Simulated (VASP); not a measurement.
# WC (NiAs type) (P6_3/mmc) in VASP: notebook

The runs below take WC (NiAs type) through single point, with PBE.

All numbers are computed with VASP 6.6.1; they aren't measurements. Logs are shortened: lines on timing, memory, paths and dates and some standing lists are left out, and cuts for length are marked.

## 1. The cell of the first run

The structure is hexagonal, space group P6_3/mmc (No. 194). The conventional cell has a = 2.332 Å, b = 2.332 Å, c = 4.952 Å, α = 90.00°, β = 90.00°, γ = 120.00°. W (site symmetry -3m) has 6 C at 1.83 Å and 6 W at 2.33 Å within 2.4 Å. Within 2.4 Å of C (site symmetry -6m2) lie 6 W at 1.83 Å and 6 C at 2.33 Å.

## 2. Single point, PBE (volume scaled by 0.55)

INCAR reads:

```
SYSTEM = WC
ALGO = Normal ; EDIFF = 1E-6
ENCUT = 520 ; GGA = PE
ISIF = 2 ; ISMEAR = -1
LASPH = .TRUE. ; LCHARG = .FALSE.
LREAL = .FALSE. ; LWAVE = .FALSE.
NBANDS = 26 ; NELM = 60
PREC = Accurate ; SIGMA = 0.05
```

KPOINTS reads:

```
k-points
0
G
  10 10 6
  0 0 0
```

POSCAR reads:

```
WC
1.0
    2.3319920808      0.0000000000      0.0000000000
   -1.1659960404      2.0195643834      0.0000000000
    0.0000000000      0.0000000000      4.9515661739
W C
2 2
Direct
    0.0000000000      0.0000000000      0.0000000000
    0.0000000000      0.0000000000      0.5000000000
    0.3333333333      0.6666666667      0.2500000000
    0.6666666667      0.3333333333      0.7500000000
```

Potentials or basis: VASP PAW PBE potentials, release 64 (W_sv, C).

Launch:

```sh
$ cat potpaw_PBE.64/W_sv/POTCAR potpaw_PBE.64/C/POTCAR > POTCAR
$ mpirun -np 1 vasp_std > vasp.out
```

OUTCAR:

```text
SYSTEM = WC
   EDIFF = 1E-6
   ENCUT = 520
   GGA = PE
   ISIF = 2
   ISMEAR = -1
   LASPH = .TRUE.
   LREAL = .FALSE.
   NELM = 60
   PREC = Accurate

 ion  position               nearest neighbor table
   1  0.000  0.000  0.000-   3 1.83   4 1.83   4 1.83   3 1.83   4 1.83   3 1.83   2 2.48   2 2.48
                             2 3.40   2 3.40   2 3.40   2 3.40   2 3.40   2 3.40   2 3.40   2 3.40
   2  0.000  0.000  0.500-   3 1.83   4 1.83   4 1.83   3 1.83   4 1.83   3 1.83   1 2.48   1 2.48
                             1 3.40   1 3.40   1 3.40   1 3.40   1 3.40   1 3.40   1 3.40   1 3.40
   3  0.333  0.667  0.250-   1 1.83   2 1.83   1 1.83   2 1.83   1 1.83   2 1.83
   4  0.667  0.333  0.750-   1 1.83   2 1.83   1 1.83   2 1.83   1 1.83   2 1.83

  LATTYP: Found a hexagonal cell.
 ALAT       =     2.3319920808
 C/A-ratio  =     2.1233203211

  Lattice vectors:

 A1 = (   2.3319920808,   0.0000000000,   0.0000000000)
 A2 = (  -1.1659960404,   2.0195643834,   0.0000000000)
 A3 = (   0.0000000000,   0.0000000000,   4.9515661739)

Analysis of symmetry for initial positions (statically):
=====================================================================
 Subroutine PRICEL returns:
 Original cell was already a primitive cell.

 Routine SETGRP: Setting up the symmetry group for a
 hexagonal supercell.

 Subroutine GETGRP returns: Found 24 space group operations
 (whereof 12 operations were pure point group operations)
 out of a pool of 24 trial point group operations.

The static configuration has the point symmetry D_3d.
 The point group associated with its full space group is D_6h.

Analysis of symmetry for dynamics (positions and initial velocities):
=====================================================================
 Subroutine PRICEL returns:
 Original cell was already a primitive cell.

 Routine SETGRP: Setting up the symmetry group for a
 hexagonal supercell.

 Subroutine GETGRP returns: Found 24 space group operations
 (whereof 12 operations were pure point group operations)
 out of a pool of 24 trial point group operations.

The dynamic configuration has the point symmetry D_3d.
 The point group associated with its full space group is D_6h.

 Subroutine INISYM returns: Found 24 space group operations
 (whereof 12 operations are pure point group operations),
 and found     1 'primitive' translations

----------------------------------------------------------------------------------------

                                     Primitive cell

  volume of cell :      23.3199

  direct lattice vectors                    reciprocal lattice vectors
     2.331992081  0.000000000  0.000000000     0.428817923  0.247578143  0.000000000
    -1.165996040  2.019564383  0.000000000     0.000000000  0.495156286  0.000000000
     0.000000000  0.000000000  4.951566174     0.000000000  0.000000000  0.201956303

  length of vectors
     2.331992081  2.331992081  4.951566174     0.495156286  0.495156286  0.201956303

  position of ions in fractional coordinates (direct lattice)
     0.000000000  0.000000000  0.000000000
     0.000000000  0.000000000  0.500000000
     0.333333333  0.666666667  0.250000000
     0.666666667  0.333333333  0.750000000

  ion indices of the primitive-cell ions
   primitive index   ion index
                 1           1
                 2           2
                 3           3
                 4           4

----------------------------------------------------------------------------------------

 KPOINTS: k-points

Automatic generation of k-mesh.
 Grid dimensions read from file:
 generate k-points for:   10   10    6

 Generating k-lattice:

  Cartesian coordinates                     Fractional coordinates (reciprocal lattice)
     0.042881792  0.024757814  0.000000000     0.100000000  0.000000000  0.000000000
     0.000000000  0.049515629  0.000000000     0.000000000  0.100000000  0.000000000
     0.000000000  0.000000000  0.033659384     0.000000000  0.000000000  0.166666667

  Length of vectors
     0.049515629  0.049515629  0.033659384

  Shift w.r.t. Gamma in fractional coordinates (k-lattice)
     0.000000000  0.000000000  0.000000000

 Subroutine IBZKPT returns following result:
 ===========================================

 Found     56 irreducible k-points:

 Following reciprocal coordinates:
            Coordinates               Weight
  0.000000  0.000000  0.000000      1.000000
  0.100000  0.000000  0.000000      6.000000
  0.200000  0.000000  0.000000      6.000000
  0.300000  0.000000  0.000000      6.000000
  0.400000  0.000000  0.000000      6.000000
  0.500000 -0.000000  0.000000      3.000000
[... 16 lines left out ...]
  0.300000  0.100000  0.166667     24.000000
  0.400000  0.100000  0.166667     24.000000
 [... further k-points ...]
   k-points           NKPTS =     56   k-points in BZ     NKDIM =     56   number of bands    NBANDS=     26
   number of dos      NEDOS =    301   number of ions     NIONS =      4
   total plane-waves  NPLWV =  12960
   dimension x,y,z NGX =    18 NGY =   18 NGZ =   40
   dimension x,y,z NGXF=    36 NGYF=   36 NGZF=   80
   ions per type =               2   2
   NGX,Y,Z   is equivalent  to a cutoff of  12.83, 12.83, 13.43 a.u.
   NGXF,Y,Z  is equivalent  to a cutoff of  25.66, 25.66, 26.86 a.u.
 SYSTEM =  WC
   PREC   = accura    normal or accurate (medium, high low for compatibility)
   ISTART =      0    job   : 0-new  1-cont  2-samecut
   ICHARG =      2    charge: 1-file 2-atom 10-const
   ISPIN  =      1    spin polarized calculation?
   LNONCOLLINEAR =      F non collinear calculations
   LSORBIT =      F    spin-orbit coupling
   LASPH  =      T    aspherical Exc in radial PAW
   ENCUT  =  520.0 eV  38.22 Ry    6.18 a.u.   4.34  4.34  9.21*2*pi/ulx,y,z
   NELM   =     60;   NELMIN=  2; NELMDL= -5     # of ELM steps
   EDIFF  = 0.1E-05   stopping-criterion for ELM
   LREAL  =      F    real-space projection
   EDIFFG = 0.1E-04   stopping-criterion for IOM
   NSW    =      0    number of steps for IOM
   IBRION =     -1    ionic relax: 0-MD 1-quasi-New 2-CG
   NFREE  =      0    steps in history (QN), initial steepest desc. (CG)
   ISIF   =      2    stress and relaxation
   ISYM   =      2    0-nonsym 1-usesym 2-fastsym
   POTIM  = 0.5000    time-step for ionic-motion
   TEBEG  =    0.0;   TEEND  =   0.0 temperature during run
   PSTRESS=    0.0 pullay stress
   NELECT =      36.0000    total number of electrons
   NUPDOWN=      -1.0000    fix difference up-down
   EMIN   =  10.00;   EMAX   =-10.00  energy-range for DOS
   EFERMI =   0.00;   METHOD = LEGACY
   ISMEAR =    -1;   SIGMA  =   0.05  broadening in eV -4-tet -1-fermi 0-gaus
   EFERMI_NEDOS =   21; number of points for ismear=-14 and -15
   IALGO  =     38    algorithm
   IMIX   =      4    mixing-type and parameters
     AMIX     =   0.40;   BMIX     =  1.00
     AMIX_MAG =   1.60;   BMIX_MAG =  1.00
  volume/ion in A,a.u.               =       5.83        39.34
  Fermi-wavevector in a.u.,A,eV,Ry     =   1.892053  3.575461 48.706995  3.579863
  Thomas-Fermi vector in A             =   2.933057
   LORBIT       =      0    0 simple, 1 ext, 2 COOP (PROOUT), +10 PAW based schemes
   GGA     = PE    functional components
[... 5 lines left out ...]
 non-spin polarized calculation
  energy-cutoff  :      520.00
  volume of cell :       23.32
 maximum number of plane-waves:       678
 NGX is ok and might be reduce to    18

 number of electron      36.0000006 magnetization

 Free energy of the ion-electron system (eV)
  ---------------------------------------------------
  ext. energy  EPLUGINS =         0.00000000
  ---------------------------------------------------
  free energy    TOTEN  =       -16.11909389 eV

  energy without entropy =      -16.11062562  energy(sigma->0) =      -16.11485975

 E-fermi :  21.3867     XC(G=0): -17.3219

 val. band max:       21.3475910234   @ k =   0.2000   0.2000   0.1667
 cond. band min:      21.3948607579   @ k =   0.4000   0.1000   0.1667
 fundamental gap:      0.0472697345
 Fermi energy:        21.3866694878

 k-point     1 :       0.0000    0.0000    0.0000
  band No.  band energies     occupation
      1     -52.5953      2.00000
      2     -52.3315      2.00000
      3     -19.8025      2.00000
      4     -16.6441      2.00000
      5     -14.7192      2.00000
      6     -14.7192      2.00000
[... 18 lines left out ...]
     25      30.7269      0.00000
     26      34.7854      0.00000

 k-point     2 :       0.1000    0.0000    0.0000
  band No.  band energies     occupation
      1     -52.5133      2.00000
      2     -52.2508      2.00000
      3     -19.6714      2.00000
      4     -16.5435      2.00000
      5     -15.4264      2.00000
      6     -15.0921      2.00000
[... 18 lines left out ...]
     25      32.5467      0.00000
     26      34.1489      0.00000

 k-point     3 :       0.2000    0.0000    0.0000
  band No.  band energies     occupation
      1     -52.2945      2.00000
      2     -52.0358      2.00000
      3     -19.3129      2.00000
      4     -17.0685      2.00000
      5     -16.6541      2.00000
      6     -16.2668      2.00000
[... 18 lines left out ...]
     25      32.6846      0.00000
     26      35.0147      0.00000

 k-point     4 :       0.3000    0.0000    0.0000
  band No.  band energies     occupation
      1     -52.0155      2.00000
      2     -51.7620      2.00000
      3     -18.8612      2.00000
      4     -18.7911      2.00000
      5     -18.3346      2.00000
      6     -15.9148      2.00000
[... 18 lines left out ...]
     25      33.4556      0.00000
     26      36.6744      0.00000
[... 496 lines left out ...]
      1     -52.0963      2.00000
      2     -51.8751      2.00000
      3     -18.8397      2.00000
      4     -18.0644      2.00000
      5     -17.6606      2.00000
      6     -16.2775      2.00000
[... 18 lines left out ...]
     25      33.8003      0.00000
     26      35.7294      0.00000

 k-point    23 :       0.3000    0.1000    0.1667
  band No.  band energies     occupation
      1     -51.8387      2.00000
      2     -51.6218      2.00000
      3     -19.4544      2.00000
      4     -19.0186      2.00000
      5     -18.3804      2.00000
      6     -16.1892      2.00000
[... 18 lines left out ...]
     25      35.0178      0.00000
     26      37.5637      0.00000

 k-point    24 :       0.4000    0.1000    0.1667
  band No.  band energies     occupation
      1     -51.6752      2.00000
      2     -51.4611      2.00000
      3     -20.2552      2.00000
      4     -19.7969      2.00000
      5     -18.0854      2.00000
      6     -16.4785      2.00000
[... 18 lines left out ...]
     25      36.6269      0.00000
     26      38.6774      0.00000

 [... further k-points ...]
[... 5 lines left out ...]
  --------------------------------------------------------------------------------------
  -------------------------------------------------------------------------------------
  Total      113.1196258    113.1196258    112.1737396      0.0000000      0.0000000      0.0000000
  in kB     7771.7922095   7771.7922095   7706.8058638      0.0000000      0.0000000      0.0000000
  external PRESSURE =    7750.1300943 kB  Pullay stress =       0.0000000 kB

 VOLUME and BASIS-vectors are now :
 -----------------------------------------------------------------------------
  energy-cutoff  :      520.00
  volume of cell :       23.32
      direct lattice vectors                 reciprocal lattice vectors
     2.331992081  0.000000000  0.000000000     0.428817923  0.247578143  0.000000000
    -1.165996040  2.019564383  0.000000000     0.000000000  0.495156286  0.000000000
     0.000000000  0.000000000  4.951566174     0.000000000  0.000000000  0.201956303

 POSITION                                       TOTAL-FORCE (eV/Angst)
 -----------------------------------------------------------------------------------
      0.00000      0.00000      0.00000        -0.000000      0.000000      0.000000
      0.00000      0.00000      2.47578        -0.000000      0.000000      0.000000
     -0.00000      1.34638      1.23789         0.000000     -0.000000     -0.000000
      1.16600      0.67319      3.71367        -0.000000      0.000000     -0.000000
 -----------------------------------------------------------------------------------
    total drift:                                0.000000     -0.000000      0.000000

  FREE ENERGIE OF THE ION-ELECTRON SYSTEM (eV)
  ---------------------------------------------------
  free  energy   TOTEN  =       -16.1190938900 eV

  energy  without entropy=      -16.1106256150  energy(sigma->0) =      -16.11485975
```

Wall time 15 s (1 thread of Intel Xeon 6975P-C (Granite Rapids), shared host); peak memory 0.15 GiB.

The run converged, but its numbers aren't listed here, since they failed a check.

Caveat: the cell differs from its parent crystal (volume scaled by 0.55); spin-orbit coupling is left out, which moves the levels of the heavy elements.

## 3. Single point, PBE (volume scaled by 0.55)

INCAR reads:

```
  ALGO = Normal
  EDIFF = 1E-6
  ENCUT = 520
  GGA = PE
  ISIF = 2
  ISMEAR = -1
  LASPH = True
  LCHARG = False
  LREAL = False
  LWAVE = False
  NBANDS = 26
  NELM = 100
  PREC = Accurate
  SIGMA = 0.05
```

KPOINTS reads:

```
k-points
0
Gamma
  10 10 6
```

POSCAR is that of step 2.

Potentials or basis: VASP PAW PBE potentials, release 64 (W_sv, C).

Launch:

```sh
$ cat potpaw_PBE.64/W_sv/POTCAR potpaw_PBE.64/C/POTCAR > POTCAR
$ mpirun -np 1 vasp_std > vasp.out
```

Run time: 14 s. Hardware: 1 thread of Intel Xeon 6975P-C (Granite Rapids), shared host; peak memory 0.16 GiB.

The run converged, but its numbers aren't listed here, since they failed a check.

Caveat: the cell differs from its parent crystal (volume scaled by 0.55); spin-orbit coupling is left out, which moves the levels of the heavy elements.

## 4. Single point, PBE

This run uses another cell than the first one, of 6.78 Å³/atom, 1.164 times its volume.

INCAR reads:

```
SYSTEM = WC
PREC = Accurate
ENCUT = 520
EDIFF = 1E-6
ISMEAR = -1
SIGMA = 0.05
LREAL = .FALSE.
LASPH = .TRUE.
NELM = 80
ALGO = Normal
ISIF = 2
LWAVE = .FALSE.
LCHARG = .FALSE.
GGA = PE
NBANDS = 26
```

KPOINTS reads:

```
Automatic mesh
0
G
  10 10 6
  0 0 0
```

POSCAR reads:

```
WC
1.0
    2.4713723570      0.0000000000      0.0000000000
   -1.2356861785      2.1402712434      0.0000000000
    0.0000000000      0.0000000000      5.1302395590
W C
2 2
Direct
    0.0000000000      0.0000000000      0.0000000000
    0.0000000000      0.0000000000      0.5000000000
    0.3333333333      0.6666666667      0.2500000000
    0.6666666667      0.3333333333      0.7500000000
```

Launch:

```sh
$ cat potpaw_PBE.64/W_sv/POTCAR potpaw_PBE.64/C/POTCAR > POTCAR
$ mpirun -np 1 vasp_std > vasp.out
```

Run time: 15 s. Hardware: 1 thread of Intel Xeon 6975P-C (Granite Rapids), shared host; peak memory 0.16 GiB.

The run converged. Its results:

```yaml
Free_energy: -30.0758 eV
Pressure: 428.9 GPa
Band_gap_on_the_k_mesh: zero (band 18 reaches 19.07 eV, above the bottom of band 19 at 17.84 eV)
```

Stress tensor (GPa, compression positive):
```
429.52   0.00   0.00
  0.00 429.52   0.00
  0.00   0.00 427.66
```

Levels at points of the mesh, in eV from the Fermi level:
| k point | band 15 | band 16 | band 17 | band 18 | band 19 | band 20 | band 21 | band 22 |
| --- | --- | --- | --- | --- | --- | --- | --- | --- |
| (0.00, 0.00, 0.00) | -1.49 | -1.49 | -1.00 | 0.24 | 0.24 | 1.47 | 1.47 | 4.64 |
| (0.50, 0.00, 0.00) | -4.44 | -4.29 | -0.95 | 0.23 | 3.47 | 7.93 | 8.45 | 8.68 |
| (0.00, 0.00, 0.50) | -4.18 | -4.18 | 0.15 | 0.15 | 1.56 | 1.56 | 1.56 | 1.56 |
| (0.50, 0.00, 0.50) | -4.27 | -4.27 | -1.99 | -1.99 | 6.74 | 6.74 | 8.19 | 8.19 |

Caveat: spin-orbit coupling is left out, which moves the levels of the heavy elements.

## 5. Single point, PBE

INCAR reads:

```
ALGO = Normal
EDIFF = 1E-7
ENCUT = 520
GGA = PE
ISIF = 2
ISMEAR = -1
LASPH = True
LCHARG = False
LREAL = False
LWAVE = False
NBANDS = 26
NELM = 60
PREC = Accurate
SIGMA = 0.05
```

KPOINTS reads:

```
k-points
0
Gamma
  10 10 6
```

POSCAR is that of step 4.

Launch:

```sh
$ cat potpaw_PBE.64/W_sv/POTCAR potpaw_PBE.64/C/POTCAR > POTCAR
$ mpirun -np 1 vasp_std > vasp.out
```

Run time: 17 s. Hardware: 1 thread of Intel Xeon 6975P-C (Granite Rapids), shared host; peak memory 0.15 GiB.

Results (log left out):

- Free energy: -30.0758 eV
- Pressure: 428.9 GPa
- Band gap on the k mesh: zero (band 18 reaches 19.07 eV, above the bottom of band 19 at 17.84 eV)

Stress tensor (GPa, compression positive):
```
429.52   0.00   0.00
  0.00 429.52   0.00
  0.00   0.00 427.67
```

Levels at points of the mesh, in eV from the Fermi level:
| k point | band 16 | band 17 | band 18 | band 19 | band 20 | band 21 |
| --- | --- | --- | --- | --- | --- | --- |
| (0.00, 0.00, 0.00) | -1.49 | -1.00 | 0.24 | 0.24 | 1.47 | 1.47 |
| (0.50, 0.00, 0.00) | -4.29 | -0.95 | 0.23 | 3.47 | 7.93 | 8.45 |
| (0.00, 0.00, 0.50) | -4.18 | 0.15 | 0.15 | 1.56 | 1.56 | 1.56 |
| (0.50, 0.00, 0.50) | -4.27 | -1.99 | -1.99 | 6.74 | 6.74 | 8.19 |

Caveat: spin-orbit coupling is left out, which moves the levels of the heavy elements.

(Part 1 of 2 ends here.)
